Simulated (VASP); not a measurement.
A run of VASP 6.6.1:

Contents of POSCAR:

```
CsGa
1.0
    4.4120548832      0.0000000000      0.0000000000
    0.0000000000      4.4120548832      0.0000000000
    0.0000000000      0.0000000000      4.4120548832
Cs Ga
1 1
Direct
    0.0000000000      0.0000000000      0.0000000000
    0.5000000000      0.5000000000      0.5000000000
```

The input INCAR.step1:

```
PREC     = Accurate       # precision mode
ENCUT    = 520            # plane-wave cutoff, eV
ISMEAR   = -1             # smearing method
SIGMA    = 0.05           # smearing width, eV
LREAL    = False          # projectors in reciprocal space
LASPH    = True           # aspherical terms in the spheres
NELM     = 100            # most SCF steps
NBANDS   = 18             # bands
GGA      = PE             # functional
ALGO     = Normal         # electronic algorithm
EDIFF    = 1E-4           # SCF threshold, eV
LWAVE    = True           # write WAVECAR
LCHARG   = False          # write CHGCAR
```

File INCAR.step2:

```
PREC     = Accurate       # precision mode
ENCUT    = 520            # plane-wave cutoff, eV
EDIFF    = 1E-6           # SCF threshold, eV
ISMEAR   = -1             # smearing method
SIGMA    = 0.05           # smearing width, eV
LREAL    = False          # projectors in reciprocal space
LASPH    = True           # aspherical terms in the spheres
NELM     = 100            # most SCF steps
ALGO     = Normal         # electronic algorithm
ISIF     = 2              # what is computed and relaxed
LWAVE    = False          # write WAVECAR
LCHARG   = False          # write CHGCAR
METAGGA  = R2SCAN         # meta-GGA
LMIXTAU  = True         
NBANDS   = 18             # bands
ISTART   = 1
```

KPOINTS

```
Automatic mesh
0
Gamma
  8 8 8
```

Potentials or basis: VASP PAW PBE potentials, release 64 (Cs_sv, Ga_d).

Run with:

```sh
$ cat potpaw_PBE.64/Cs_sv/POTCAR potpaw_PBE.64/Ga_d/POTCAR > POTCAR
$ cp INCAR.step1 INCAR
$ mpirun -np 1 vasp_std > vasp.out
$ cp INCAR.step2 INCAR
$ mpirun -np 1 vasp_std > vasp.out
```

Hardware: 1 thread of Intel(R) Xeon(R) 6975P-C (Granite Rapids), on a shared host.

Q: Estimate the wall time of this run.

A: It took 120 s on 1 thread of Intel(R) Xeon(R) 6975P-C (Granite Rapids), with other jobs on the host, peak memory 0.24 GiB. Counts: k points 35.
